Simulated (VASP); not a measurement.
# BAs (F-43m) in VASP: further runs, part 2 of 2

VASP 6.6.1. The steps go on from the part before.

## 5. Single point, B3LYP

This run uses another cell than the first one, of 13.08 Å³/atom.

POSCAR reads:

```
BAs
1.0
    0.0000000000      2.3562190158      2.3562190158
    2.3562190158      0.0000000000      2.3562190158
    2.3562190158      2.3562190158      0.0000000000
As B
1 1
Direct
    0.7500000000      0.7500000000      0.7500000000
    0.0000000000      0.0000000000      0.0000000000
```

INCAR.step1 reads:

```
SYSTEM = BAs
ALGO = Normal ; EDIFF = 1E-5
ENCUT = 520 ; GGA = PE
ISIF = 2 ; ISMEAR = -1
LASPH = .TRUE. ; LCHARG = .FALSE.
LREAL = .FALSE. ; LWAVE = .TRUE.
NBANDS = 11 ; NELM = 60
PREC = Accurate ; SIGMA = 0.05
```

INCAR.step2 reads:

```
SYSTEM = BAs
AEXX = 0.2 ; AGGAC = 0.81
AGGAX = 0.72 ; ALDAC = 0.19
ALGO = Normal ; EDIFF = 1E-6
ENCUT = 520 ; GGA = B3
ISIF = 2 ; ISMEAR = -1
ISTART = 1 ; LASPH = .TRUE.
LCHARG = .FALSE. ; LHFCALC = .TRUE.
LREAL = .FALSE. ; LWAVE = .FALSE.
NBANDS = 11 ; NELM = 60
PREC = Accurate ; PRECFOCK = Normal
SIGMA = 0.05
```

KPOINTS reads:

```
k-points
0
G
  5 5 5
  0 0 0
```

Potentials or basis: VASP PAW PBE potentials, release 64 (As, B).

On the command line:

```sh
$ cat potpaw_PBE.64/As/POTCAR potpaw_PBE.64/B/POTCAR > POTCAR
$ cp INCAR.step1 INCAR
$ mpirun -np 1 vasp_std > vasp.out
$ cp INCAR.step2 INCAR
$ mpirun -np 1 vasp_std > vasp.out
```

OUTCAR:

```text
SYSTEM = BAs
   AEXX = 0.2
   EDIFF = 1E-6
   ENCUT = 520
   GGA = B3
   ISIF = 2
   ISMEAR = -1
   ISTART = 1
   LASPH = .TRUE.
   LHFCALC = .TRUE.
   LREAL = .FALSE.
   NELM = 60
   PREC = Accurate
   PRECFOCK = Normal

 ion  position               nearest neighbor table
   1  0.750  0.750  0.750-   2 2.04   2 2.04   2 2.04   2 2.04
   2  0.000  0.000  0.000-   1 2.04   1 2.04   1 2.04   1 2.04

  LATTYP: Found a face centered cubic cell.
 ALAT       =     4.7124380316

  Lattice vectors:

 A1 = (   0.0000000000,   2.3562190158,   2.3562190158)
 A2 = (   2.3562190158,   0.0000000000,   2.3562190158)
 A3 = (   2.3562190158,   2.3562190158,   0.0000000000)

Analysis of symmetry for initial positions (statically):
=====================================================================
 Subroutine PRICEL returns:
 Original cell was already a primitive cell.

 Routine SETGRP: Setting up the symmetry group for a
 face centered cubic supercell.

 Subroutine GETGRP returns: Found 24 space group operations
 (whereof 24 operations were pure point group operations)
 out of a pool of 48 trial point group operations.

[... 165 lines left out ...]
      2       6.1400      2.00000
      3       6.1400      2.00000
      4       6.1400      2.00000
      5      10.8417      0.00000
      6      10.8417      0.00000
      7      10.8417      0.00000
      8      12.9606      0.00000
      9      17.7541      0.00000
     10      20.9983      0.00000
     11      20.9983      0.00000
[... 113 lines left out ...]
 k-point    10 :      -0.4000    0.4000    0.2000
  band No.  band energies     occupation
      1      -6.6659      2.00000
      2      -2.2795      2.00000
      3       0.1367      2.00000
      4       1.5807      2.00000
      5      12.1080      0.00000
      6      13.1157      0.00000
      7      14.0361      0.00000
      8      17.9133      0.00000
      9      19.2500      0.00000
     10      22.5099      0.00000
     11      25.2392      0.00000

------------------------ aborting loop because EDIFF is reached ----------------------------------------

  FORCE on cell =-STRESS in cart. coord.  units (eV):
  Direction    XX          YY          ZZ          XY          YZ          ZX
  --------------------------------------------------------------------------------------
  -------------------------------------------------------------------------------------
  Total        1.8074695      1.8074695      1.8074695     -0.0000000     -0.0000000     -0.0000000
  in kB      110.6890338    110.6890338    110.6890338     -0.0000000     -0.0000000     -0.0000000
  external PRESSURE =     110.6890338 kB  Pullay stress =       0.0000000 kB

 VOLUME and BASIS-vectors are now :
 -----------------------------------------------------------------------------
  energy-cutoff  :      520.00
  volume of cell :       26.16
      direct lattice vectors                 reciprocal lattice vectors
     0.000000000  2.356219016  2.356219016    -0.212204382  0.212204382  0.212204382
     2.356219016  0.000000000  2.356219016     0.212204382 -0.212204382  0.212204382
     2.356219016  2.356219016  0.000000000     0.212204382  0.212204382 -0.212204382

 POSITION                                       TOTAL-FORCE (eV/Angst)
 -----------------------------------------------------------------------------------
      3.53433      3.53433      3.53433         0.000000      0.000000      0.000000
      0.00000      0.00000      0.00000        -0.000000     -0.000000     -0.000000
 -----------------------------------------------------------------------------------
    total drift:                                0.000000      0.000000      0.000000

  FREE ENERGIE OF THE ION-ELECTRON SYSTEM (eV)
  ---------------------------------------------------
  free  energy   TOTEN  =       -12.3996863740 eV

  energy  without entropy=      -12.3996863740  energy(sigma->0) =      -12.39968637
```

OSZICAR.step1:

```text
N       E                     dE             d eps       ncg     rms          rms(c)
DAV:   1     0.110926247226E+02    0.11093E+02   -0.36323E+03   220   0.635E+02
DAV:   2    -0.113824168320E+02   -0.22475E+02   -0.21326E+02   296   0.103E+02
DAV:   3    -0.120397429164E+02   -0.65733E+00   -0.65605E+00   268   0.162E+01
DAV:   4    -0.120412598811E+02   -0.15170E-02   -0.15169E-02   247   0.916E-01
DAV:   5    -0.120412620562E+02   -0.21750E-05   -0.21753E-05   253   0.365E-02    0.525E+00
DAV:   6    -0.113834748491E+02    0.65779E+00   -0.17491E+00   238   0.550E+00    0.255E+00
DAV:   7    -0.113113730637E+02    0.72102E-01   -0.22785E-01   253   0.233E+00    0.102E+00
DAV:   8    -0.113038325470E+02    0.75405E-02   -0.22145E-02   241   0.859E-01    0.107E-01
DAV:   9    -0.113041803511E+02   -0.34780E-03   -0.76122E-04   247   0.165E-01    0.660E-02
DAV:  10    -0.113043514348E+02   -0.17108E-03   -0.20881E-04   243   0.888E-02    0.127E-02
DAV:  11    -0.113043571343E+02   -0.56995E-05   -0.51428E-06   228   0.154E-02
   1 F= -.11304357E+02 E0= -.11304357E+02  d E =-.107274E-05
```

Wall time 4.6 min (1 thread of AMD EPYC 7R43 (Zen 3), shared host); peak memory 0.12 GiB.

Results:

```yaml
Free_energy: -12.3997 eV
Pressure: 11.1 GPa
Band_gap_on_the_k_mesh: 2.50 eV (least direct gap 4.70 eV)
```

Levels at points of the mesh, in eV from the valence-band top:
| k point | band 1 | band 2 | band 3 | band 4 | band 5 | band 6 | band 7 | band 8 |
| --- | --- | --- | --- | --- | --- | --- | --- | --- |
| (0.00, 0.00, 0.00) | -16.98 | 0.00 | 0.00 | 0.00 | 4.70 | 4.70 | 4.70 | 6.82 |

Caveat: the k points lie up to 0.46 Å⁻¹ apart; the PAW data sets were made with another functional, which shifts forces and pressure a little; an odd mesh through Γ misses points on the zone boundary, where band edges can lie.

## 6. Single point, B3LYP

POSCAR reads:

```
BAs
1.0
    0.0000000000      2.3885000000      2.3885000000
    2.3885000000      0.0000000000      2.3885000000
    2.3885000000      2.3885000000      0.0000000000
As B
1 1
Direct
    0.7500000000      0.7500000000      0.7500000000
    0.0000000000      0.0000000000      0.0000000000
```

INCAR.step1 reads:

```
PREC = Accurate
ENCUT = 520
EDIFF = 1E-5
ISMEAR = -1
SIGMA = 0.05
LREAL = False
LASPH = True
NELM = 60
ALGO = Normal
ISIF = 2
LWAVE = True
LCHARG = False
NBANDS = 11
GGA = PE
```

INCAR.step2 reads:

```
PREC = Accurate
ENCUT = 520
EDIFF = 1E-7
ISMEAR = -1
SIGMA = 0.05
LREAL = False
LASPH = True
NELM = 60
ALGO = Normal
ISIF = 2
LWAVE = False
LCHARG = False
GGA = B3
LHFCALC = True
AEXX = 0.2
AGGAX = 0.72
AGGAC = 0.81
ALDAC = 0.19
PRECFOCK = Normal
NBANDS = 11
ISTART = 1
```

KPOINTS reads:

```
Automatic mesh
0
Gamma
  5 5 5
```

Potentials or basis: VASP PAW PBE potentials, release 64 (As, B).

On the command line:

```sh
$ cat potpaw_PBE.64/As/POTCAR potpaw_PBE.64/B/POTCAR > POTCAR
$ cp INCAR.step1 INCAR
$ mpirun -np 1 vasp_std > vasp.out
$ cp INCAR.step2 INCAR
$ mpirun -np 1 vasp_std > vasp.out
```

Run time: 5.2 min. Hardware: 1 thread of AMD EPYC 7R43 (Zen 3), shared host; peak memory 0.13 GiB.

It converged, with:

| Quantity | Value |
| --- | --- |
| Free energy | -12.4517 eV |
| Pressure | 4.4 GPa |
| Band gap on the k mesh | 2.53 eV (least direct gap 4.64 eV) |

Levels at points of the mesh, in eV from the valence-band top:
| k point | band 1 | band 2 | band 3 | band 4 | band 5 | band 6 | band 7 | band 8 |
| --- | --- | --- | --- | --- | --- | --- | --- | --- |
| (0.00, 0.00, 0.00) | -16.59 | 0.00 | 0.00 | 0.00 | 4.64 | 4.64 | 4.64 | 6.25 |

Caveat: the k points lie up to 0.46 Å⁻¹ apart; the PAW data sets were made with another functional, which shifts forces and pressure a little; an odd mesh through Γ misses points on the zone boundary, where band edges can lie.

## 7. Summary

| level | potentials or basis | spin | cell | k mesh | cutoff (eV) | smearing | grid for exact exchange (PRECFOCK) | share of exact exchange | screening parameter | gap on the mesh (eV) | pressure (GPa) | moment (μB) |
| --- | --- | --- | --- | --- | --- | --- | --- | --- | --- | --- | --- | --- |
| HSE06 | VASP PAW PBE potentials, release 64 (As_d, B) | off | a = 3.378 Å, angles 60.0°, 2 atoms | 5 × 5 × 5 | 420 | fermi-dirac 0.1 eV | Normal | 0.25 | 0.2079 1/Å | 1.84 | -0.4 | - |
| PBEsol | VASP PAW PBE potentials, release 64 (As, B) | non-collinear, zero start, SOC | a = 3.378 Å, angles 60.0°, 2 atoms | 10 × 10 × 10 | 520 | fermi-dirac 0.05 eV | - | - | - | - | 0.1 | 0.00 |
| PBE | VASP PAW PBE potentials, release 64 (As_d, B) | non-collinear, zero start, SOC | a = 3.444 Å, angles 60.0°, 2 atoms | 10 × 10 × 10 | 560 | fermi-dirac 0.05 eV | - | - | - | - | -4.8 | 0.00 |
| B3LYP | VASP PAW PBE potentials, release 64 (As, B) | off | a = 3.332 Å, angles 60.0°, 2 atoms | 5 × 5 × 5 | 520 | fermi-dirac 0.05 eV | Normal | 0.2 | - | 2.50 | 11.1 | - |
| B3LYP | VASP PAW PBE potentials, release 64 (As, B) | off | a = 3.378 Å, angles 60.0°, 2 atoms | 5 × 5 × 5 | 520 | fermi-dirac 0.05 eV | Normal | 0.2 | - | 2.53 | 4.4 | - |

Alike in all rows: task single point.

Caveats: some runs use coarse meshes; the PAW data sets were made with another functional, which shifts forces and pressure a little (at least some runs); an odd mesh through Γ misses points on the zone boundary, where band edges can lie (at least some runs); the cell stands under tension (at least some runs).

Total energies depend on the potentials used, so only differences within one code and one set of settings carry meaning.
